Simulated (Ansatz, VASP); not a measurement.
Two plane-wave programs on Re

INCAR

```
ALGO     = Normal         # electronic algorithm
EDIFF    = 1E-7           # SCF threshold, eV
ENCUT    = 520            # plane-wave cutoff, eV
GGA      = PE             # functional
ISIF     = 2              # what is computed and relaxed
ISMEAR   = -1             # smearing method
LASPH    = True           # aspherical terms in the spheres
LCHARG   = False          # write CHGCAR
LREAL    = False          # projectors in reciprocal space
LWAVE    = False          # write WAVECAR
NBANDS   = 14             # bands
NELM     = 60             # most SCF steps
PREC     = Accurate       # precision mode
SIGMA    = 0.1            # smearing width, eV
```

The input KPOINTS:

```
k-points
0
Gamma
  16 16 16
```

The input POSCAR:

```
Re
1.0
    0.0000000000      2.8631564576      2.8631564576
    2.8631564576      0.0000000000      2.8631564576
    2.8631564576      2.8631564576      0.0000000000
Re
2
Direct
    0.1250000000      0.1250000000      0.1250000000
    0.8750000000      0.8750000000      0.8750000000
```

Input for Ansatz:

```yaml
crystal:
  lattice:
    - [0.0, 2.8631564576, 2.8631564576]
    - [2.8631564576, 0.0, 2.8631564576]
    - [2.8631564576, 2.8631564576, 0.0]
  atoms:
    - { symbol: Re, position: [0.125, 0.125, 0.125] }
    - { symbol: Re, position: [0.875, 0.875, 0.875] }
hamiltonian:
  xc: pbe
  pseudopotentials:
    kind: paw
    azcp:
      Re: "pseudopotentials/Re.paw.azcp"
basis:
  ecutwfc: 420
  fft_grid_basis: typed
kpoints:
  mp_grid: { grid: [16, 16, 16], shift: [0, 0, 0] }
magnetization:
  spin_polarized: false
scf:
  occupations: { method: fermi_dirac, width: 0.1 }
output:
  stress: true
```

Alike in both runs: task single point; functional PBE; k mesh 16 × 16 × 16; occupations fermi-dirac, width 0.1 eV; no spin polarisation.

|  | VASP | Ansatz |
| --- | --- | --- |
| version | VASP 6.6.1 | Ansatz 0.2.0 |
| potentials or method | VASP PAW PBE potentials, release 64 (Re), cutoff 520 eV | plane waves (420 eV) with PAW, scalar-relativistic |
| valence electrons in the cell | 14 | 30 |

Ansatz gave:

| Quantity | Value |
| --- | --- |
| pressure (GPa) | -6.4 |

Estimate VASP's values.

pressure (GPa): -7.8.

VASP's potentials hold 14 valence electrons a cell and Ansatz's 30, so a difference there can come from the potentials and not from the codes.

Neither program's run includes spin-orbit coupling.
